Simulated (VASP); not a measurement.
# Sb (P-1) in VASP: notebook, part 2 of 2

VASP 6.6.1. Earlier steps stand in the parts before.

### 4 Single point, PBEsol-based screened hybrid

File POSCAR:

```
Sb
1.0
    0.1733647600      2.3885337500      2.4958692300
    2.4173055400      0.0646925500      2.6045414300
    2.3204533900      2.4003538000      0.1615447000
Sb
1
Direct
    0.0000000000      0.0000000000      0.0000000000
```

File INCAR.step1:

```
PREC     = Accurate       # precision mode
ENCUT    = 520            # plane-wave cutoff, eV
EDIFF    = 1E-5           # SCF threshold, eV
ISMEAR   = -1             # smearing method
SIGMA    = 0.05           # smearing width, eV
LREAL    = False          # projectors in reciprocal space
LASPH    = True           # aspherical terms in the spheres
NELM     = 100            # most SCF steps
ALGO     = Normal         # electronic algorithm
ISIF     = 2              # what is computed and relaxed
LWAVE    = True           # write WAVECAR
NBANDS   = 8              # bands
GGA      = PE             # functional
```

File INCAR.step2:

```
PREC     = Accurate       # precision mode
ENCUT    = 520            # plane-wave cutoff, eV
EDIFF    = 1E-6           # SCF threshold, eV
ISMEAR   = -1             # smearing method
SIGMA    = 0.05           # smearing width, eV
LREAL    = False          # projectors in reciprocal space
LASPH    = True           # aspherical terms in the spheres
NELM     = 100            # most SCF steps
ALGO     = Normal         # electronic algorithm
ISIF     = 2              # what is computed and relaxed
LWAVE    = False          # write WAVECAR
LCHARG   = True           # write CHGCAR
GGA      = PS             # functional
LHFCALC  = True           # exact exchange
AEXX     = 0.25           # exact-exchange fraction
HFSCREEN = 0.207          # screening, 1/A
PRECFOCK = Normal       
LELF     = True           # ELF
LVHAR    = True         
NBANDS   = 8              # bands
ISTART   = 1
```

File KPOINTS:

```
Automatic mesh
0
Gamma
  5 5 5
```

Potentials or basis: VASP PAW PBE potentials, release 64 (Sb).

The run is started by

```
cat potpaw_PBE.64/Sb/POTCAR > POTCAR
cp INCAR.step1 INCAR
mpirun -np 1 vasp_std > vasp.out
cp INCAR.step2 INCAR
mpirun -np 1 vasp_std > vasp.out
```

OUTCAR:

```text
PREC = Accurate
   ENCUT = 520
   EDIFF = 1E-6
   ISMEAR = -1
   LREAL = False
   LASPH = True
   NELM = 100
   ISIF = 2
   GGA = PS
   LHFCALC = True
   AEXX = 0.25
   HFSCREEN = 0.207
   PRECFOCK = Normal
   ISTART = 1

 ion  position               nearest neighbor table
   1  0.000  0.000  0.000-

  Warning from LATTYP: Got some problem with cell dimensions!
  Tried to take original basis but could not verify dimensions!
  LATTYP: Found a triclinic cell.
 ALAT       =     3.4589755750
 B/A-ratio  =     0.9663262552
 C/A-ratio  =     0.9344475022
 COS(alpha) =     0.0327225582
 COS(beta)  =     0.4374087776
 COS(gamma) =     0.5655612418

  Lattice vectors:

 A1 = (   0.1733647600,   2.3885337500,   2.4958692300)
 A2 = (   2.3204533900,   2.4003538000,   0.1615447000)
 A3 = (  -2.2439407800,   2.3238412000,  -0.1086722000)

Analysis of symmetry for initial positions (statically):
=====================================================================
[... 172 lines left out ...]
  ext. energy  EPLUGINS =         0.00000000
  ---------------------------------------------------
  free energy    TOTEN  =        -4.94185654 eV

  energy without entropy =       -4.93683277  energy(sigma->0) =       -4.93934466

 E-fermi :   8.4363     XC(G=0):  -8.5918

 val. band max:        8.3918806374   @ k =   0.2000  -0.2000   0.4000
 cond. band min:       8.4813059956   @ k =  -0.2000   0.2000   0.4000
 fundamental gap:      0.0894253583
 Fermi energy:         8.4362928123

 k-point     1 :       0.0000    0.0000    0.0000
  band No.  band energies     occupation
      1      -6.1239      2.00000
      2      13.0849      0.00000
      3      14.4814      0.00000
      4      15.8581      0.00000
      5      17.5885      0.00000
      6      18.8899      0.00000
      7      20.2829      0.00000
      8      20.5982      0.00000
[... 243 lines left out ...]
 k-point    24 :       0.0000    0.4000    0.2000
  band No.  band energies     occupation
      1      -2.9181      2.00000
      2       5.3546      2.00000
      3      10.1826      0.00000
      4      10.5302      0.00000
      5      15.2821      0.00000
      6      18.8612      0.00000
      7      21.6598      0.00000
      8      22.8199      0.00000

 [... further k-points ...]
[... 5 lines left out ...]
  --------------------------------------------------------------------------------------
  -------------------------------------------------------------------------------------
  Total       -0.5404215     -0.3122124     -0.4366168     -0.2466786     -0.1091811      0.3272811
  in kB      -32.6389018    -18.8561497    -26.3695877    -14.8982180     -6.5940227     19.7662277
  external PRESSURE =     -25.9548797 kB  Pullay stress =       0.0000000 kB

 VOLUME and BASIS-vectors are now :
 -----------------------------------------------------------------------------
  energy-cutoff  :      520.00
  volume of cell :       26.53
      direct lattice vectors                 reciprocal lattice vectors
     0.173364760  2.388533750  2.495869230    -0.235273108  0.213102125  0.213066631
     2.417305540  0.064692550  2.604541430     0.211288965 -0.217261020  0.193241382
     2.320453390  2.400353800  0.161544700     0.228420051  0.210407962 -0.217225526

 POSITION                                       TOTAL-FORCE (eV/Angst)
 -----------------------------------------------------------------------------------
      0.00000      0.00000      0.00000         0.000000     -0.000000      0.000000
 -----------------------------------------------------------------------------------
    total drift:                                0.000031     -0.000040     -0.000005

  FREE ENERGIE OF THE ION-ELECTRON SYSTEM (eV)
  ---------------------------------------------------
  free  energy   TOTEN  =        -4.9418565431 eV

  energy  without entropy=       -4.9368327733  energy(sigma->0) =       -4.93934466
```

OUTCAR.step1:

```text
PREC = Accurate
   ENCUT = 520
   EDIFF = 1E-5
   ISMEAR = -1
   LREAL = False
[... 487 lines left out ...]

 POSITION                                       TOTAL-FORCE (eV/Angst)
 -----------------------------------------------------------------------------------
      0.00000      0.00000      0.00000         0.000000      0.000000      0.000000
 -----------------------------------------------------------------------------------
    total drift:                                0.000000      0.000000     -0.000000

  FREE ENERGIE OF THE ION-ELECTRON SYSTEM (eV)
  ---------------------------------------------------
  free  energy   TOTEN  =        -3.7881867873 eV

  energy  without entropy=       -3.7811105716  energy(sigma->0) =       -3.78464868
```

OSZICAR.step1:

```text
N       E                     dE             d eps       ncg     rms          rms(c)
DAV:   1     0.514866252132E+01    0.51487E+01   -0.17866E+03  1024   0.421E+02
DAV:   2    -0.369775061702E+01   -0.88464E+01   -0.84543E+01  1432   0.527E+01
DAV:   3    -0.379339938145E+01   -0.95649E-01   -0.94578E-01  1184   0.616E+00
DAV:   4    -0.379373047948E+01   -0.33110E-03   -0.33109E-03  1576   0.431E-01
DAV:   5    -0.379373071951E+01   -0.24002E-06   -0.24054E-06  1320   0.896E-03    0.179E+00
DAV:   6    -0.379012888269E+01    0.36018E-02   -0.19950E-03  1200   0.232E-01    0.102E+00
DAV:   7    -0.378817614749E+01    0.19527E-02   -0.41937E-03  1176   0.337E-01    0.520E-02
DAV:   8    -0.378818643610E+01   -0.10289E-04   -0.58205E-05  1416   0.590E-02    0.594E-03
DAV:   9    -0.378818678728E+01   -0.35118E-06   -0.83506E-07  1088   0.710E-03
   1 F= -.37881868E+01 E0= -.37846487E+01  d E =-.707622E-02
```

Wall time 13 min (1 thread of AMD EPYC 7R43 (Zen 3), shared host); peak memory 0.24 GiB.

Results:

- Free energy: -4.9419 eV
- Pressure: -2.6 GPa

Caveat: the k points lie up to 0.48 Å⁻¹ apart; the PAW data sets were made with another functional, which shifts forces and pressure a little; spin-orbit coupling is left out, which moves the levels of the heavy elements.

### 5 Single point, PBE (the cell strained at random)

File INCAR:

```
ALGO = Normal ; EDIFF = 1E-6
ENCUT = 500 ; GGA = PE
GGA_COMPAT = F ; ISIF = 2
ISMEAR = -1 ; LASPH = T
LCHARG = T ; LELF = T
LREAL = F ; LVHAR = T
LWAVE = F ; NBANDS = 8
NELM = 120 ; PREC = Accurate
SIGMA = 0.05
```

File KPOINTS:

```
k-points
0
Gamma
  10 10 10
```

File POSCAR:

```
Sb
1.0
    0.1571590000      2.4003970000      2.5243200000
    2.4138670000      0.1118560000      2.5739470000
    2.3564800000      2.3902840000      0.1668620000
Sb
1
Direct
   -0.0077420000      0.0131390000     -0.0107100000
```

The run is started by

```
cat potpaw_PBE.64/Sb/POTCAR > POTCAR
mpirun -np 1 vasp_std > vasp.out
```

Wall time 2.1 min (1 thread of AMD EPYC 7R13, shared host); peak memory 0.21 GiB.

The run converged. Its results:

```
Free energy : -3.8143 eV
Pressure    : 2.5 GPa
```

Stress tensor (GPa, compression positive):
```
 1.66 -1.01 -0.08
-1.01  2.16 -0.48
-0.08 -0.48  3.82
```

Levels at points of the mesh, in eV from the Fermi level:
```csv
k point,band 1,band 2,band 3,band 4,band 5,band 6,band 7,band 8
"(0.00, 0.00, 0.00)",-13.11,3.96,5.73,6.30,8.35,10.26,10.63,10.99
"(0.50, 0.00, 0.00)",-8.81,-5.91,2.81,3.65,7.48,8.35,9.58,9.67
"(0.00, 0.50, 0.00)",-9.21,-5.98,3.29,4.04,8.04,8.41,9.93,10.27
"(0.50, 0.50, 0.00)",-8.06,-5.37,0.45,1.39,4.41,5.31,17.37,18.07
"(0.00, 0.00, 0.50)",-8.81,-5.88,2.23,3.95,6.66,8.78,9.76,9.94
"(0.50, 0.00, 0.50)",-7.46,-4.97,-0.76,1.35,3.40,5.26,17.09,17.92
"(0.00, 0.50, 0.50)",-7.19,-4.86,-0.46,0.62,3.60,4.64,16.68,17.26
"(0.50, 0.50, 0.50)",-10.09,-6.05,4.27,5.11,8.97,9.65,10.29,10.54
```

Caveat: the cell differs from its parent crystal (the cell strained at random); spin-orbit coupling is left out, which moves the levels of the heavy elements.

### 6 Single point, r2SCAN0

File POSCAR:

```
Sb
1.0
    0.1733647600      2.3885337500      2.4958692300
    2.4173055400      0.0646925500      2.6045414300
    2.3204533900      2.4003538000      0.1615447000
Sb
1
Direct
    0.0000000000      0.0000000000      0.0000000000
```

File INCAR.step1:

```
ALGO = Normal ; EDIFF = 1E-5
ENCUT = 520 ; GGA = PE
ISIF = 2 ; ISMEAR = -1
LASPH = True ; LREAL = False
LWAVE = True ; NBANDS = 8
NELM = 100 ; PREC = Accurate
SIGMA = 0.05
```

File INCAR.step2:

```
AEXX = 0.25 ; ALGO = Normal
EDIFF = 1E-7 ; ENCUT = 520
ISIF = 2 ; ISMEAR = -1
ISTART = 1 ; LASPH = True
LCHARG = True ; LELF = True
LHFCALC = True ; LMIXTAU = True
LREAL = False ; LVHAR = True
LWAVE = False ; METAGGA = R2SCAN
NBANDS = 8 ; NELM = 100
PREC = Accurate ; PRECFOCK = Normal
SIGMA = 0.05
```

File KPOINTS:

```
k-points
0
Gamma
  6 6 6
```

Potentials or basis: VASP PAW PBE potentials, release 64 (Sb).

The run is started by

```
cat potpaw_PBE.64/Sb/POTCAR > POTCAR
cp INCAR.step1 INCAR
mpirun -np 1 vasp_std > vasp.out
cp INCAR.step2 INCAR
mpirun -np 1 vasp_std > vasp.out
```

Wall time 49 min (1 thread of Intel Xeon Platinum 8375C at 2.90GHz (Ice Lake), shared host); peak memory 0.2 GiB.

Results (log left out):

```yaml
Free_energy: -21.4124 eV
Pressure: -0.7 GPa
```

Stress tensor (GPa, compression positive):
```
 1.65 -0.51 -0.78
-0.51 -5.22  0.04
-0.78  0.04  1.39
```

Levels at points of the mesh, in eV from the Fermi level:
| k point | band 1 | band 2 | band 3 | band 4 | band 5 | band 6 | band 7 |
| --- | --- | --- | --- | --- | --- | --- | --- |
| (0.00, 0.00, 0.00) | -15.49 | 5.17 | 6.66 | 8.08 | 9.78 | 11.17 | 12.70 |
| (0.50, 0.00, 0.00) | -10.18 | -7.30 | 3.25 | 4.67 | 8.32 | 9.82 | 10.85 |
| (0.00, 0.50, 0.00) | -11.27 | -7.50 | 4.53 | 5.71 | 9.51 | 10.18 | 12.16 |
| (0.50, 0.50, 0.00) | -9.49 | -6.77 | 1.01 | 1.95 | 5.57 | 6.32 | 19.07 |
| (0.00, 0.00, 0.50) | -10.36 | -7.33 | 2.99 | 5.10 | 7.91 | 10.18 | 11.35 |
| (0.50, 0.00, 0.50) | -8.99 | -6.37 | -1.58 | 2.51 | 4.29 | 6.77 | 19.08 |
| (0.00, 0.50, 0.50) | -8.24 | -6.07 | -0.58 | 0.62 | 4.72 | 5.22 | 18.15 |
| (0.50, 0.50, 0.50) | -11.88 | -7.54 | 5.26 | 6.34 | 10.42 | 10.46 | 12.40 |

Caveat: the k points lie up to 0.40 Å⁻¹ apart; the PAW data sets were made with another functional, which shifts forces and pressure a little; spin-orbit coupling is left out, which moves the levels of the heavy elements.

### 7 Overview

```tsv
level	cell	k mesh	cutoff (eV)	grid for exact exchange (PRECFOCK)	share of exact exchange	screening parameter	gap on the mesh (eV)	pressure (GPa)
PBE	a = 3.459, b = 3.554, c = 3.342 Å, angles 58.6, 55.6, 54.9°, 1 atom	10 × 10 × 10	520	-	-	-	none	2.6
r2SCAN	a = 3.459, b = 3.554, c = 3.342 Å, angles 58.6, 55.6, 54.9°, 1 atom	6 × 6 × 6	520	-	-	-	none	2.1
PBEsol-based screened hybrid	a = 3.459, b = 3.554, c = 3.342 Å, angles 58.6, 55.6, 54.9°, 1 atom	5 × 5 × 5	520	Normal	0.25	0.207 1/Å	none	-2.6
PBE	a = 3.487, b = 3.531, c = 3.361 Å, angles 57.4, 56.1, 54.5°, 1 atom	10 × 10 × 10	500	-	-	-	none	2.5
r2SCAN0	a = 3.459, b = 3.554, c = 3.342 Å, angles 58.6, 55.6, 54.9°, 1 atom	6 × 6 × 6	520	Normal	-	-	none	-0.7
```

Alike in all rows: task single point; potentials or basis VASP PAW PBE potentials, release 64 (Sb); no spin polarisation; smearing fermi-dirac 0.05 eV.

Caveats: some runs use coarse meshes; spin-orbit coupling is left out, which moves the levels of the heavy elements; the PAW data sets were made with another functional, which shifts forces and pressure a little (some runs).

Total energies depend on the potentials used, so only differences within one code and one set of settings carry meaning.
